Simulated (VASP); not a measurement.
Set up this calculation in VASP 6.6.1, as the native input.

```yaml
Task: single point
Functional: r2SCAN
Potentials_or_basis: VASP PAW PBE potentials, release 64 (In_d, Se)
Cutoff: 520 eV
k_mesh: 6 × 6 × 6
Occupations: gaussian, width 0.01 eV
Spin: no spin polarisation
Dipole_correction: no
Further_INCAR_settings: ALGO = Normal; EDIFF = 1e-07; NBANDS = 27
```

The system is InSe.

```xyz
4
Lattice="5.5299 -1.9328 0.0641 5.5299 1.9328 0.0641 -1.5833 0.0000 4.1254" Properties=species:S:1:pos:R:3 pbc="T T T"
In   -0.2726    0.0000    3.9977
In    9.7491    0.0000    0.2559
Se    3.2237    0.0000    1.6339
Se    6.2527    0.0000    2.6197
```

This cell differs from its parent crystal: strain -5.9%.

One way to write it, as run:

POSCAR

```
InSe
1.0
    5.5299095251     -1.9328428742      0.0640903098
    5.5299095251      1.9328428742      0.0640903098
   -1.5833339459      0.0000000000      4.1253672778
In Se
2 2
Direct
    0.1135766978      0.1135766978      0.9655213158
    0.8864233022      0.8864233022      0.0344786842
    0.3466408542      0.3466408542      0.3852856729
    0.6533591458      0.6533591458      0.6147143271
```

INCAR.step1

```
SYSTEM = InSe
ALGO = Normal
EDIFF = 1E-4
ENCUT = 520
GGA = PE
ISMEAR = 0
LASPH = .True.
LCHARG = .False.
LREAL = .False.
LWAVE = .True.
NBANDS = 27
NELM = 80
PREC = Accurate
SIGMA = 0.01
```

INCAR.step2

```
SYSTEM = InSe
ALGO = Normal
EDIFF = 1E-7
ENCUT = 520
ISIF = 2
ISMEAR = 0
ISTART = 1
LASPH = .True.
LCHARG = .False.
LMIXTAU = .True.
LREAL = .False.
LWAVE = .False.
METAGGA = R2SCAN
NBANDS = 27
NELM = 80
PREC = Accurate
SIGMA = 0.01
```

KPOINTS

```
k-points
0
Gamma
  6 6 6
  0 0 0
```

Potentials or basis: VASP PAW PBE potentials, release 64 (In_d, Se).

Command:

```sh
$ cat potpaw_PBE.64/In_d/POTCAR potpaw_PBE.64/Se/POTCAR > POTCAR
$ cp INCAR.step1 INCAR
$ mpirun -np 1 vasp_std > vasp.out
$ cp INCAR.step2 INCAR
$ mpirun -np 1 vasp_std > vasp.out
```

Results of the run:

```
Pressure               : 13.4 GPa
Largest force          : 0.010 eV/Å
Band gap on the k mesh : 1.35 eV (least direct gap 1.65 eV)
```

Caveat: the cell differs from its parent crystal (strain -5.9%); the stress differs along the axes, from 9 to 18 GPa; the PAW data sets were made with another functional, which shifts forces and pressure a little; spin-orbit coupling is left out, which moves the levels of the heavy elements.

It took 6.4 min on 1 thread of Intel(R) Xeon(R) 6975P-C (Granite Rapids), on a shared host, peak memory 0.39 GiB.
